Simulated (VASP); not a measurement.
Write the native input for VASP 6.6.1 that does the following.

| Quantity | Value |
| --- | --- |
| Task | single point |
| Functional | revPBE |
| Potentials or basis | VASP PAW PBE potentials, release 64 (Pd) |
| Cutoff | 520 eV |
| k mesh | 9 × 9 × 13 |
| Occupations | fermi-dirac, width 0.1 eV |
| Spin | no spin polarisation |
| Dipole correction | no |
| Further INCAR settings | ALGO = Normal; EDIFF = 1e-06; NBANDS = 22 |

The structure of Pd lies in POSCAR:

```
Pd
1.0
    4.3461229257      0.0000000000      0.0000000000
   -2.1730614629      3.7638528616      0.0000000000
    0.0000000000      0.0000000000      2.5864752232
Pd
3
Direct
    0.0000000000      0.0000000000      1.0000000000
    0.3333333333      0.6666666667      0.5000000000
    0.6666666667      0.3333333333      0.5000000000
```

This isn't the form of Pd at room conditions, which is fcc.

These files were run (other wordings do the same):

INCAR

```
SYSTEM = Pd
PREC = Accurate ; ENCUT = 520
EDIFF = 1E-6 ; ISMEAR = -1
SIGMA = 0.1 ; LREAL = .FALSE.
LASPH = .TRUE. ; NELM = 60
ALGO = Normal ; ISIF = 2
LWAVE = .FALSE. ; LCHARG = .TRUE.
GGA = RE ; LELF = .TRUE.
LVHAR = .TRUE. ; NBANDS = 22
```

KPOINTS

```
regular mesh
0
G
  9 9 13
  0 0 0
```

Potentials or basis: VASP PAW PBE potentials, release 64 (Pd).

Command:

```console
$ cat potpaw_PBE.64/Pd/POTCAR > POTCAR
$ mpirun -np 1 vasp_std > vasp.out
```

Results of the run:

The pressure is 25.9 GPa and the band gap on the k mesh is zero (bands 15 and 16 overlap by 0.98 eV).

Caveat: the cell stands under pressure; the PAW data sets were made with another functional, which shifts forces and pressure a little.

It took 22 s on 1 thread of Intel(R) Xeon(R) 6975P-C (Granite Rapids), with other jobs on the host, peak memory 0.19 GiB.
